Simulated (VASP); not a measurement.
# SrO (Fm-3m) in VASP: notebook

Runs on SrO. Level: r2SCAN. Tasks: single point.

All numbers are computed with VASP 6.6.1; they aren't measurements. Logs are shortened: lines on timing, memory, paths and dates and some standing lists are left out, and cuts for length are marked.

## 1. The cell of the first run

It takes space group Fm-3m (No. 225, cubic). The conventional cell has a = 5.133 Å, b = 5.133 Å, c = 5.133 Å, α = 90.00°, β = 90.00°, γ = 90.00°. Within 3.4 Å of Sr (site symmetry m-3m) lie 6 O at 2.57 Å. Within 3.4 Å of O (site symmetry m-3m) lie 6 Sr at 2.57 Å.

## 2. Single point, r2SCAN

The input, POSCAR:

```
SrO
1.0
    0.0000000000      2.5663000000      2.5663000000
    2.5663000000      0.0000000000      2.5663000000
    2.5663000000      2.5663000000      0.0000000000
Sr O
1 1
Direct
    0.5000000000      0.5000000000      0.5000000000
    0.0000000000      0.0000000000      0.0000000000
```

The input, INCAR.step1:

```
SYSTEM = SrO
PREC = Accurate
ENCUT = 520
ISMEAR = 0
SIGMA = 0.1
LREAL = .False.
LASPH = .True.
NELM = 100
NBANDS = 15
GGA = PE
ALGO = Normal
EDIFF = 1E-4
LWAVE = .True.
LCHARG = .False.
```

The input, INCAR.step2:

```
SYSTEM = SrO
PREC = Accurate
ENCUT = 520
EDIFF = 1E-7
ISMEAR = 0
SIGMA = 0.1
LREAL = .False.
LASPH = .True.
NELM = 100
ALGO = Normal
ISIF = 2
LWAVE = .False.
LCHARG = .False.
METAGGA = R2SCAN
LMIXTAU = .True.
NBANDS = 15
ISTART = 1
```

The input, KPOINTS:

```
regular mesh
0
Gamma
  6 6 6
  0 0 0
```

Potentials or basis: VASP PAW PBE potentials, release 64 (Sr_sv, O).

On the command line:

```bash
cat potpaw_PBE.64/Sr_sv/POTCAR potpaw_PBE.64/O/POTCAR > POTCAR
cp INCAR.step1 INCAR
mpirun -np 1 vasp_std > vasp.out
cp INCAR.step2 INCAR
mpirun -np 1 vasp_std > vasp.out
```

OUTCAR:

```text
SYSTEM = SrO
   PREC = Accurate
   ENCUT = 520
   EDIFF = 1E-7
   ISMEAR = 0
   LREAL = .False.
   LASPH = .True.
   NELM = 100
   ISIF = 2
   METAGGA = R2SCAN
   ISTART = 1

 ion  position               nearest neighbor table
   1  0.500  0.500  0.500-   2 2.57   2 2.57   2 2.57   2 2.57   2 2.57   2 2.57
   2  0.000  0.000  0.000-   1 2.57   1 2.57   1 2.57   1 2.57   1 2.57   1 2.57

  LATTYP: Found a face centered cubic cell.
 ALAT       =     5.1326000000

  Lattice vectors:

 A1 = (   0.0000000000,   2.5663000000,   2.5663000000)
 A2 = (   2.5663000000,   0.0000000000,   2.5663000000)
 A3 = (   2.5663000000,   2.5663000000,   0.0000000000)

Analysis of symmetry for initial positions (statically):
=====================================================================
 Subroutine PRICEL returns:
 Original cell was already a primitive cell.

 Routine SETGRP: Setting up the symmetry group for a
 face centered cubic supercell.

 Subroutine GETGRP returns: Found 48 space group operations
 (whereof 48 operations were pure point group operations)
 out of a pool of 48 trial point group operations.

The static configuration has the point symmetry O_h .

Analysis of symmetry for dynamics (positions and initial velocities):
=====================================================================
 Subroutine PRICEL returns:
 Original cell was already a primitive cell.

 Routine SETGRP: Setting up the symmetry group for a
 face centered cubic supercell.

 Subroutine GETGRP returns: Found 48 space group operations
 (whereof 48 operations were pure point group operations)
 out of a pool of 48 trial point group operations.

The dynamic configuration has the point symmetry O_h .

 Subroutine INISYM returns: Found 48 space group operations
 (whereof 48 operations are pure point group operations),
 and found     1 'primitive' translations

----------------------------------------------------------------------------------------

                                     Primitive cell

  volume of cell :      33.8028

  direct lattice vectors                    reciprocal lattice vectors
     0.000000000  2.566300000  2.566300000    -0.194833028  0.194833028  0.194833028
     2.566300000  0.000000000  2.566300000     0.194833028 -0.194833028  0.194833028
     2.566300000  2.566300000  0.000000000     0.194833028  0.194833028 -0.194833028

  length of vectors
     3.629296265  3.629296265  3.629296265     0.337460704  0.337460704  0.337460704

  position of ions in fractional coordinates (direct lattice)
     0.500000000  0.500000000  0.500000000
     0.000000000  0.000000000  0.000000000

  ion indices of the primitive-cell ions
   primitive index   ion index
                 1           1
                 2           2

----------------------------------------------------------------------------------------

 KPOINTS: regular mesh

Automatic generation of k-mesh.
 Grid dimensions read from file:
 generate k-points for:    6    6    6

 Generating k-lattice:

  Cartesian coordinates                     Fractional coordinates (reciprocal lattice)
    -0.032472171  0.032472171  0.032472171     0.166666667  0.000000000  0.000000000
     0.032472171 -0.032472171  0.032472171     0.000000000  0.166666667  0.000000000
     0.032472171  0.032472171 -0.032472171     0.000000000  0.000000000  0.166666667

  Length of vectors
     0.056243451  0.056243451  0.056243451

  Shift w.r.t. Gamma in fractional coordinates (k-lattice)
     0.000000000  0.000000000  0.000000000

 Subroutine IBZKPT returns following result:
 ===========================================

 Found     16 irreducible k-points:

 Following reciprocal coordinates:
            Coordinates               Weight
  0.000000  0.000000  0.000000      1.000000
  0.166667  0.000000  0.000000      8.000000
  0.333333  0.000000  0.000000      8.000000
  0.500000  0.000000  0.000000      4.000000
  0.166667  0.166667  0.000000      6.000000
  0.333333  0.166667  0.000000     24.000000
[... 8 lines left out ...]
 -0.333333  0.333333  0.166667     24.000000
 -0.333333  0.500000  0.166667     12.000000
   k-points           NKPTS =     16   k-points in BZ     NKDIM =     16   number of bands    NBANDS=     15
   number of dos      NEDOS =    301   number of ions     NIONS =      2
   total plane-waves  NPLWV =  21952
   dimension x,y,z NGX =    28 NGY =   28 NGZ =   28
   dimension x,y,z NGXF=    56 NGYF=   56 NGZF=   56
   ions per type =               1   1
   NGX,Y,Z   is equivalent  to a cutoff of  12.83, 12.83, 12.83 a.u.
   NGXF,Y,Z  is equivalent  to a cutoff of  25.65, 25.65, 25.65 a.u.
 SYSTEM =  SrO
   PREC   = accura    normal or accurate (medium, high low for compatibility)
   ISTART =      1    job   : 0-new  1-cont  2-samecut
   ICHARG =      0    charge: 1-file 2-atom 10-const
   ISPIN  =      1    spin polarized calculation?
   LNONCOLLINEAR =      F non collinear calculations
   LSORBIT =      F    spin-orbit coupling
   LASPH  =      T    aspherical Exc in radial PAW
   ENCUT  =  520.0 eV  38.22 Ry    6.18 a.u.   6.75  6.75  6.75*2*pi/ulx,y,z
   NELM   =    100;   NELMIN=  2; NELMDL=  0     # of ELM steps
   EDIFF  = 0.1E-06   stopping-criterion for ELM
   LREAL  =      F    real-space projection
   EDIFFG = 0.1E-05   stopping-criterion for IOM
   NSW    =      0    number of steps for IOM
   IBRION =     -1    ionic relax: 0-MD 1-quasi-New 2-CG
   NFREE  =      0    steps in history (QN), initial steepest desc. (CG)
   ISIF   =      2    stress and relaxation
   ISYM   =      2    0-nonsym 1-usesym 2-fastsym
   POTIM  = 0.5000    time-step for ionic-motion
   TEBEG  =    0.0;   TEEND  =   0.0 temperature during run
   PSTRESS=    0.0 pullay stress
   NELECT =      16.0000    total number of electrons
   NUPDOWN=      -1.0000    fix difference up-down
   EMIN   =  10.00;   EMAX   =-10.00  energy-range for DOS
   EFERMI =   0.00;   METHOD = LEGACY
   ISMEAR =     0;   SIGMA  =   0.10  broadening in eV -4-tet -1-fermi 0-gaus
   EFERMI_NEDOS =   21; number of points for ismear=-14 and -15
   IALGO  =     38    algorithm
   IMIX   =      4    mixing-type and parameters
     AMIX     =   0.40;   BMIX     =  1.00
     AMIX_MAG =   1.60;   BMIX_MAG =  1.00
  volume/ion in A,a.u.               =      16.90       114.06
  Fermi-wavevector in a.u.,A,eV,Ry     =   1.275843  2.410995 22.147245  1.627777
  Thomas-Fermi vector in A             =   2.408533
   LORBIT       =      0    0 simple, 1 ext, 2 COOP (PROOUT), +10 PAW based schemes
   METAGGA = R2SCAN    functional components
   LHFCALC =     F    Hartree Fock is set to
   AEXX    =    0.0000 exact exchange contribution
   IVDW    =     0    specifies the selected vdW correction
   LEPSILON=     F    determine dielectric tensor
   LRPA    =     F    only Hartree local field effects (RPA)
 non-spin polarized calculation
 Gauss-broadening in eV      SIGMA  =   0.10
  energy-cutoff  :      520.00
  volume of cell :       33.80
 maximum number of plane-waves:       941
   NGX = 13   NGY = 13   NGZ = 13

 number of electron      15.9999996 magnetization

 Free energy of the ion-electron system (eV)
  ---------------------------------------------------
  ext. energy  EPLUGINS =         0.00000000
  ---------------------------------------------------
  free energy    TOTEN  =       -27.05081828 eV

  energy without entropy =      -27.05081828  energy(sigma->0) =      -27.05081828

 E-fermi :   1.8298     XC(G=0): -10.6144

 val. band max:        1.3675757849   @ k =   0.0000   0.0000   0.0000
 cond. band min:       5.1069994176   @ k =   0.5000   0.5000   0.0000
 fundamental gap:      3.7394236327
 Fermi energy:         1.8297745803

 k-point     1 :       0.0000    0.0000    0.0000
  band No.  band energies     occupation
      1     -32.0843      2.00000
      2     -14.6674      2.00000
      3     -13.1017      2.00000
      4     -13.1017      2.00000
      5     -13.1017      2.00000
      6       1.3676      2.00000
      7       1.3676      2.00000
      8       1.3676      2.00000
      9       6.0685      0.00000
     10       8.1576      0.00000
     11       8.1576      0.00000
     12       8.1576      0.00000
     13      10.4913      0.00000
     14      10.4913      0.00000
     15      14.6955      0.00000

 k-point     2 :       0.1667    0.0000    0.0000
  band No.  band energies     occupation
      1     -32.0490      2.00000
      2     -15.1285      2.00000
      3     -13.1214      2.00000
      4     -13.1214      2.00000
      5     -12.7264      2.00000
      6       0.6795      2.00000
      7       1.0410      2.00000
      8       1.0410      2.00000
      9       7.2078      0.00000
     10       7.9414      0.00000
     11       8.7063      0.00000
     12       8.7063      0.00000
     13      11.2067      0.00000
     14      11.2067      0.00000
     15      16.4017      0.00000

 k-point     3 :       0.3333    0.0000    0.0000
  band No.  band energies     occupation
      1     -31.9774      2.00000
      2     -15.7731      2.00000
      3     -13.1601      2.00000
      4     -13.1601      2.00000
      5     -12.2550      2.00000
      6      -0.3380      2.00000
      7       0.4768      2.00000
      8       0.4768      2.00000
      9       8.1219      0.00000
     10       9.3660      0.00000
     11      10.0392      0.00000
     12      10.0392      0.00000
     13      12.8145      0.00000
     14      12.8145      0.00000
     15      18.0973      0.00000
[... 199 lines left out ...]
 k-point    15 :      -0.3333    0.3333    0.1667
  band No.  band energies     occupation
      1     -31.9091      2.00000
      2     -15.5159      2.00000
      3     -13.6317      2.00000
      4     -13.5002      2.00000
      5     -12.5514      2.00000
      6       0.0572      2.00000
      7       0.7024      2.00000
      8       0.7668      2.00000
      9       8.1355      0.00000
     10       8.2682      0.00000
     11      11.1074      0.00000
     12      12.1496      0.00000
     13      13.6376      0.00000
     14      15.4888      0.00000
     15      15.9385      0.00000

 k-point    16 :      -0.3333    0.5000    0.1667
  band No.  band energies     occupation
      1     -31.8989      2.00000
      2     -15.1339      2.00000
      3     -13.9174      2.00000
      4     -13.6226      2.00000
      5     -12.8114      2.00000
      6       0.4900      2.00000
      7       0.9214      2.00000
      8       1.0455      2.00000
      9       6.5186      0.00000
     10       9.5607      0.00000
     11      10.5778      0.00000
     12      13.1358      0.00000
     13      13.1831      0.00000
     14      15.5099      0.00000
     15      15.7044      0.00000

------------------------ aborting loop because EDIFF is reached ----------------------------------------

  FORCE on cell =-STRESS in cart. coord.  units (eV):
  Direction    XX          YY          ZZ          XY          YZ          ZX
  --------------------------------------------------------------------------------------
  -------------------------------------------------------------------------------------
  Total        0.4440940      0.4440940      0.4440940      0.0000000     -0.0000000      0.0000000
  in kB       21.0490868     21.0490868     21.0490868      0.0000000     -0.0000000      0.0000000
  external PRESSURE =      21.0490868 kB  Pullay stress =       0.0000000 kB

 VOLUME and BASIS-vectors are now :
 -----------------------------------------------------------------------------
  energy-cutoff  :      520.00
  volume of cell :       33.80
      direct lattice vectors                 reciprocal lattice vectors
     0.000000000  2.566300000  2.566300000    -0.194833028  0.194833028  0.194833028
     2.566300000  0.000000000  2.566300000     0.194833028 -0.194833028  0.194833028
     2.566300000  2.566300000  0.000000000     0.194833028  0.194833028 -0.194833028

 POSITION                                       TOTAL-FORCE (eV/Angst)
 -----------------------------------------------------------------------------------
      2.56630      2.56630      2.56630        -0.000000      0.000000     -0.000000
      0.00000      0.00000      0.00000         0.000000     -0.000000      0.000000
 -----------------------------------------------------------------------------------
    total drift:                                0.000000      0.000000      0.000000

  FREE ENERGIE OF THE ION-ELECTRON SYSTEM (eV)
  ---------------------------------------------------
  free  energy   TOTEN  =       -27.0508182848 eV

  energy  without entropy=      -27.0508182848  energy(sigma->0) =      -27.05081828
```

Wall time 2.2 min (1 thread of AMD EPYC 7R13, shared host); peak memory 0.14 GiB.

What came out:

```yaml
Free_energy: -27.0508 eV
Pressure: 2.1 GPa
Band_gap_on_the_k_mesh: 3.74 eV, indirect (least direct gap 3.82 eV)
```

Caveat: the PAW data sets were made with another functional, which shifts forces and pressure a little.

(Part 1 of 2 ends here.)
